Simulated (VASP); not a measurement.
# ZnGe3 (P6_3/mmc) in VASP: a series of runs

ZnGe3 is run at these levels: PBE; tasks: single point.

All numbers are computed with VASP 6.6.1; they aren't measurements. Logs are shortened: lines on timing, memory, paths and dates and some standing lists are left out, and cuts for length are marked.

## 1. The cell of the first run

The structure is hexagonal, space group P6_3/mmc (No. 194). Conventional cell: a = 5.770 Å, b = 5.770 Å, c = 5.071 Å, α = 90.00°, β = 90.00°, γ = 120.00°. Within 3.8 Å of Ge (site symmetry mm2) lie 8 Ge at 2.85 to 3.04 Å and 4 Zn at 2.89 to 3.02 Å. Within 3.8 Å of Zn (site symmetry -6m2) lie 12 Ge at 2.89 to 3.02 Å.

## 2. Single point, PBE

The input, INCAR:

```
ALGO = Normal
EDIFF = 1E-6
ENCUT = 520
GGA = PE
ISIF = 2
ISMEAR = -1
LASPH = True
LCHARG = False
LREAL = False
LWAVE = False
NBANDS = 64
NELM = 60
PREC = Accurate
SIGMA = 0.02
```

The input, KPOINTS:

```
k-points
0
Gamma
  6 6 6
```

The input, POSCAR:

```
ZnGe3
1.0
    5.7700397477      0.0000000000      0.0000000000
   -2.8850198738      4.9970010023      0.0000000000
    0.0000000000      0.0000000000      5.0710163610
Ge Zn
6 2
Direct
    0.1684205050      0.3368410100      0.2500000000
    0.1684205050      0.8315794950      0.2500000000
    0.6631589900      0.8315794950      0.2500000000
    0.8315794950      0.6631589900      0.7500000000
    0.8315794950      0.1684205050      0.7500000000
    0.3368410100      0.1684205050      0.7500000000
    0.3333333333      0.6666666667      0.7500000000
    0.6666666667      0.3333333333      0.2500000000
```

Potentials or basis: VASP PAW PBE potentials, release 64 (Ge_d, Zn).

The run is started by

```sh
cat potpaw_PBE.64/Ge_d/POTCAR potpaw_PBE.64/Zn/POTCAR > POTCAR
mpirun -np 1 vasp_std > vasp.out
```

OUTCAR:

```text
EDIFF = 1E-6
   ENCUT = 520
   GGA = PE
   ISIF = 2
   ISMEAR = -1
   LASPH = True
   LREAL = False
   NELM = 60
   PREC = Accurate

 ion  position               nearest neighbor table
   1  0.168  0.337  0.250-   2 2.85   3 2.85   8 2.89   8 2.89   2 2.92   3 2.92
   2  0.168  0.832  0.250-   1 2.85   3 2.85   8 2.89   8 2.89   1 2.92   3 2.92
   3  0.663  0.832  0.250-   1 2.85   2 2.85   8 2.89   8 2.89   1 2.92   2 2.92
   4  0.832  0.663  0.750-   5 2.85   6 2.85   7 2.89   7 2.89   5 2.92   6 2.92
   5  0.832  0.168  0.750-   4 2.85   6 2.85   7 2.89   7 2.89   4 2.92   6 2.92
   6  0.337  0.168  0.750-   4 2.85   5 2.85   7 2.89   7 2.89   4 2.92   5 2.92
   7  0.333  0.667  0.750-   6 2.89   4 2.89   5 2.89   5 2.89   6 2.89   4 2.89
   8  0.667  0.333  0.250-   3 2.89   1 2.89   2 2.89   2 2.89   3 2.89   1 2.89

  LATTYP: Found a hexagonal cell.
 ALAT       =     5.7700397477
 C/A-ratio  =     0.8788529339

  Lattice vectors:

 A1 = (   5.7700397477,   0.0000000000,   0.0000000000)
 A2 = (  -2.8850198738,   4.9970010023,   0.0000000000)
 A3 = (   0.0000000000,   0.0000000000,   5.0710163610)

Analysis of symmetry for initial positions (statically):
=====================================================================
 Subroutine PRICEL returns:
 Original cell was already a primitive cell.

 Routine SETGRP: Setting up the symmetry group for a
 hexagonal supercell.

 Subroutine GETGRP returns: Found 24 space group operations
 (whereof 12 operations were pure point group operations)
 out of a pool of 24 trial point group operations.

The static configuration has the point symmetry D_3d.
 The point group associated with its full space group is D_6h.

Analysis of symmetry for dynamics (positions and initial velocities):
=====================================================================
 Subroutine PRICEL returns:
 Original cell was already a primitive cell.

 Routine SETGRP: Setting up the symmetry group for a
 hexagonal supercell.

 Subroutine GETGRP returns: Found 24 space group operations
 (whereof 12 operations were pure point group operations)
 out of a pool of 24 trial point group operations.

The dynamic configuration has the point symmetry D_3d.
 The point group associated with its full space group is D_6h.

 Subroutine INISYM returns: Found 24 space group operations
 (whereof 12 operations are pure point group operations),
 and found     1 'primitive' translations

----------------------------------------------------------------------------------------

                                     Primitive cell

  volume of cell :     146.2121

  direct lattice vectors                    reciprocal lattice vectors
     5.770039748  0.000000000  0.000000000     0.173309031  0.100060016  0.000000000
    -2.885019874  4.997001002  0.000000000     0.000000000  0.200120032  0.000000000
     0.000000000  0.000000000  5.071016361     0.000000000  0.000000000  0.197199127

  length of vectors
     5.770039748  5.770039748  5.071016361     0.200120032  0.200120032  0.197199127

  position of ions in fractional coordinates (direct lattice)
     0.168420505  0.336841010  0.250000000
     0.168420505  0.831579495  0.250000000
     0.663158990  0.831579495  0.250000000
     0.831579495  0.663158990  0.750000000
     0.831579495  0.168420505  0.750000000
     0.336841010  0.168420505  0.750000000
     0.333333333  0.666666667  0.750000000
     0.666666667  0.333333333  0.250000000

  ion indices of the primitive-cell ions
   primitive index   ion index
                 1           1
                 2           2
                 3           3
                 4           4
                 5           5
                 6           6
                 7           7
                 8           8

----------------------------------------------------------------------------------------

 KPOINTS: k-points

Automatic generation of k-mesh.
 Grid dimensions read from file:
 generate k-points for:    6    6    6

 Generating k-lattice:

  Cartesian coordinates                     Fractional coordinates (reciprocal lattice)
     0.028884839  0.016676669  0.000000000     0.166666667  0.000000000  0.000000000
     0.000000000  0.033353339  0.000000000     0.000000000  0.166666667  0.000000000
     0.000000000  0.000000000  0.032866521     0.000000000  0.000000000  0.166666667

  Length of vectors
     0.033353339  0.033353339  0.032866521

  Shift w.r.t. Gamma in fractional coordinates (k-lattice)
     0.000000000  0.000000000  0.000000000

 Subroutine IBZKPT returns following result:
 ===========================================

 Found     28 irreducible k-points:

 Following reciprocal coordinates:
            Coordinates               Weight
  0.000000  0.000000  0.000000      1.000000
  0.166667  0.000000  0.000000      6.000000
  0.333333 -0.000000  0.000000      6.000000
  0.500000 -0.000000  0.000000      3.000000
  0.166667  0.166667  0.000000      6.000000
  0.333333  0.166667  0.000000     12.000000
[... 16 lines left out ...]
  0.166667  0.000000  0.500000      6.000000
  0.333333 -0.000000  0.500000      6.000000
 [... further k-points ...]
   k-points           NKPTS =     28   k-points in BZ     NKDIM =     28   number of bands    NBANDS=     64
   number of dos      NEDOS =    301   number of ions     NIONS =      8
   total plane-waves  NPLWV =  92160
   dimension x,y,z NGX =    48 NGY =   48 NGZ =   40
   dimension x,y,z NGXF=    96 NGYF=   96 NGZF=   80
   ions per type =               6   2
   NGX,Y,Z   is equivalent  to a cutoff of  13.83, 13.83, 13.11 a.u.
   NGXF,Y,Z  is equivalent  to a cutoff of  27.66, 27.66, 26.23 a.u.
 SYSTEM =  unknown system
   PREC   = accura    normal or accurate (medium, high low for compatibility)
   ISTART =      0    job   : 0-new  1-cont  2-samecut
   ICHARG =      2    charge: 1-file 2-atom 10-const
   ISPIN  =      1    spin polarized calculation?
   LNONCOLLINEAR =      F non collinear calculations
   LSORBIT =      F    spin-orbit coupling
   LASPH  =      T    aspherical Exc in radial PAW
   ENCUT  =  520.0 eV  38.22 Ry    6.18 a.u.  10.73 10.73  9.43*2*pi/ulx,y,z
   NELM   =     60;   NELMIN=  2; NELMDL= -5     # of ELM steps
   EDIFF  = 0.1E-05   stopping-criterion for ELM
   LREAL  =      F    real-space projection
   EDIFFG = 0.1E-04   stopping-criterion for IOM
   NSW    =      0    number of steps for IOM
   IBRION =     -1    ionic relax: 0-MD 1-quasi-New 2-CG
   NFREE  =      0    steps in history (QN), initial steepest desc. (CG)
   ISIF   =      2    stress and relaxation
   ISYM   =      2    0-nonsym 1-usesym 2-fastsym
   POTIM  = 0.5000    time-step for ionic-motion
   TEBEG  =    0.0;   TEEND  =   0.0 temperature during run
   PSTRESS=    0.0 pullay stress
   NELECT =     108.0000    total number of electrons
   NUPDOWN=      -1.0000    fix difference up-down
   EMIN   =  10.00;   EMAX   =-10.00  energy-range for DOS
   EFERMI =   0.00;   METHOD = LEGACY
   ISMEAR =    -1;   SIGMA  =   0.02  broadening in eV -4-tet -1-fermi 0-gaus
   EFERMI_NEDOS =   21; number of points for ismear=-14 and -15
   IALGO  =     38    algorithm
   IMIX   =      4    mixing-type and parameters
     AMIX     =   0.40;   BMIX     =  1.00
     AMIX_MAG =   1.60;   BMIX_MAG =  1.00
  volume/ion in A,a.u.               =      18.28       123.34
  Fermi-wavevector in a.u.,A,eV,Ry     =   1.479864  2.796537 29.796705  2.189996
  Thomas-Fermi vector in A             =   2.593969
   LORBIT       =      0    0 simple, 1 ext, 2 COOP (PROOUT), +10 PAW based schemes
   GGA     = PE    functional components
   LHFCALC =     F    Hartree Fock is set to
   AEXX    =    0.0000 exact exchange contribution
   IVDW    =     0    specifies the selected vdW correction
   LEPSILON=     F    determine dielectric tensor
   LRPA    =     F    only Hartree local field effects (RPA)
 non-spin polarized calculation
  energy-cutoff  :      520.00
  volume of cell :      146.21
 maximum number of plane-waves:      3956
 NGX is ok and might be reduce to    48
   NGX = 21   NGY = 21   NGZ = 19

 number of electron     107.9999979 magnetization

 Free energy of the ion-electron system (eV)
  ---------------------------------------------------
  ext. energy  EPLUGINS =         0.00000000
  ---------------------------------------------------
  free energy    TOTEN  =       -27.09152356 eV

  energy without entropy =      -27.08783944  energy(sigma->0) =      -27.08968150

 E-fermi :   5.8110     XC(G=0): -11.2559

 val. band max:        5.7808655727   @ k =   0.3333   0.3333   0.0000
 cond. band min:       5.8169728098   @ k =   0.3333  -0.0000   0.1667
 fundamental gap:      0.0361072371
 Fermi energy:         5.8109924824

 k-point     1 :       0.0000    0.0000    0.0000
  band No.  band energies     occupation
      1     -18.9512      2.00000
      2     -18.9341      2.00000
      3     -18.9341      2.00000
      4     -18.9236      2.00000
      5     -18.9179      2.00000
      6     -18.9103      2.00000
[... 56 lines left out ...]
     63      10.8474      0.00000
     64      10.8474      0.00000

 k-point     2 :       0.1667    0.0000    0.0000
  band No.  band energies     occupation
      1     -18.9448      2.00000
      2     -18.9315      2.00000
      3     -18.9254      2.00000
      4     -18.9181      2.00000
      5     -18.9141      2.00000
      6     -18.9082      2.00000
[... 56 lines left out ...]
     63       9.4810      0.00000
     64      10.6926      0.00000

 k-point     3 :       0.3333   -0.0000    0.0000
  band No.  band energies     occupation
      1     -18.9358      2.00000
      2     -18.9165      2.00000
      3     -18.9148      2.00000
      4     -18.9046      2.00000
      5     -18.9021      2.00000
      6     -18.8931      2.00000
[... 1396 lines left out ...]
     63      10.8949      0.00000
     64      10.8949      0.00000

 k-point    24 :       0.3333   -0.0000    0.5000
  band No.  band energies     occupation
      1     -18.9275      2.00000
      2     -18.9275      2.00000
      3     -18.9094      2.00000
      4     -18.9094      2.00000
      5     -18.8973      2.00000
      6     -18.8973      2.00000
[... 56 lines left out ...]
     63      10.6146      0.00000
     64      10.6146      0.00000

 [... further k-points ...]

------------------------ aborting loop because EDIFF is reached ----------------------------------------

  FORCE on cell =-STRESS in cart. coord.  units (eV):
  Direction    XX          YY          ZZ          XY          YZ          ZX
  --------------------------------------------------------------------------------------
  -------------------------------------------------------------------------------------
  Total        1.2687044      1.2687044      0.7047926      0.0000000      0.0000000      0.0000000
  in kB       13.9023357     13.9023357      7.7230465      0.0000000      0.0000000      0.0000000
  external PRESSURE =      11.8425726 kB  Pullay stress =       0.0000000 kB

 VOLUME and BASIS-vectors are now :
 -----------------------------------------------------------------------------
  energy-cutoff  :      520.00
  volume of cell :      146.21
      direct lattice vectors                 reciprocal lattice vectors
     5.770039748  0.000000000  0.000000000     0.173309031  0.100060016  0.000000000
    -2.885019874  4.997001002  0.000000000     0.000000000  0.200120032  0.000000000
     0.000000000  0.000000000  5.071016361     0.000000000  0.000000000  0.197199127

 POSITION                                       TOTAL-FORCE (eV/Angst)
 -----------------------------------------------------------------------------------
      0.00000      1.68319      1.26775        -0.000000     -0.164356     -0.000000
     -1.42733      4.15540      1.26775        -0.142337      0.082178      0.000000
      1.42733      4.15540      1.26775         0.142337      0.082178     -0.000000
      2.88502      3.31381      3.80326         0.000000      0.164356      0.000000
      4.31235      0.84160      3.80326         0.142337     -0.082178      0.000000
      1.45769      0.84160      3.80326        -0.142337     -0.082178      0.000000
     -0.00000      3.33133      3.80326        -0.000000      0.000000      0.000000
      2.88502      1.66567      1.26775        -0.000000     -0.000000      0.000000
 -----------------------------------------------------------------------------------
    total drift:                                0.000000     -0.000000      0.000000

  FREE ENERGIE OF THE ION-ELECTRON SYSTEM (eV)
  ---------------------------------------------------
  free  energy   TOTEN  =       -27.0915235562 eV

  energy  without entropy=      -27.0878394416  energy(sigma->0) =      -27.08968150
```

It took 3.6 min on 1 thread of Intel Xeon Platinum 8259CL at 2.50GHz (Skylake/Cascade Lake), shared host; peak memory 0.4 GiB.

Results:

```
Free energy            : -27.0915 eV
Pressure               : 1.2 GPa
Largest force          : 0.164 eV/Å
Band gap on the k mesh : zero (bands 54 and 55 overlap by 2.60 eV)
```

Forces on the atoms (eV/Å):
```
Ge   0.000 -0.164  0.000
Ge  -0.142  0.082  0.000
Ge   0.142  0.082  0.000
Ge   0.000  0.164  0.000
Ge   0.142 -0.082  0.000
Ge  -0.142 -0.082  0.000
Zn   0.000  0.000  0.000
Zn   0.000  0.000  0.000
```

## 3. Single point, PBE

This run uses another cell than the first one, of 18.84 Å³/atom.

The input, INCAR:

```
SYSTEM = ZnGe3
PREC = Accurate
ENCUT = 520
EDIFF = 1E-6
ISMEAR = -1
SIGMA = 0.02
LREAL = .False.
LASPH = .True.
NELM = 100
ALGO = Normal
ISIF = 2
LWAVE = .False.
LCHARG = .False.
GGA = PE
NBANDS = 64
```

The input, KPOINTS:

```
regular mesh
0
Gamma
  6 6 6
  0 0 0
```

POSCAR, as its differences from that of step 2:

```diff
@@ -2,5 +2,5 @@
 1.0
-    5.7700397477      0.0000000000      0.0000000000
-   -2.8850198738      4.9970010023      0.0000000000
-    0.0000000000      0.0000000000      5.0710163610
+    5.8289217711      0.0000000000      0.0000000000
+   -2.9144608855      5.0479943304      0.0000000000
+    0.0000000000      0.0000000000      5.1227650000
 Ge Zn
```

Potentials or basis: VASP PAW PBE potentials, release 64 (Ge_d, Zn).

The run is started by

```sh
cat potpaw_PBE.64/Ge_d/POTCAR potpaw_PBE.64/Zn/POTCAR > POTCAR
mpirun -np 1 vasp_std > vasp.out
```

It took 3.4 min on 1 thread of Intel Xeon Platinum 8259CL at 2.50GHz (Skylake/Cascade Lake), shared host; peak memory 0.39 GiB.

Results (log left out):

- Free energy: -27.0999 eV
- Pressure: -0.7 GPa
- Largest force: 0.169 eV/Å
- Band gap on the k mesh: zero (bands 54 and 55 overlap by 2.47 eV)

Forces on the atoms (eV/Å):
```
Ge   0.000 -0.169  0.000
Ge  -0.146  0.084  0.000
Ge   0.146  0.084  0.000
Ge   0.000  0.169  0.000
Ge   0.146 -0.084  0.000
Ge  -0.146 -0.084  0.000
Zn   0.000  0.000  0.000
Zn   0.000  0.000  0.000
```

Stress tensor (GPa, compression positive):
```
-0.60  0.00  0.00
 0.00 -0.60  0.00
 0.00  0.00 -1.04
```

Levels at points of the mesh, in eV from the Fermi level:
```tsv
k point	band 51	band 52	band 53	band 54	band 55	band 56	band 57	band 58
(0.00, 0.00, 0.00)	-2.33	-1.31	-1.31	-0.65	-0.44	-0.44	0.46	1.16
(0.50, 0.00, 0.00)	-1.47	-1.14	-1.10	-0.90	-0.71	-0.15	1.07	1.17
(0.00, 0.00, 0.50)	-3.88	-3.88	-2.89	-2.89	1.37	1.37	4.26	4.26
(0.50, 0.00, 0.50)	-0.72	-0.72	0.31	0.31	0.51	0.51	1.51	1.51
```
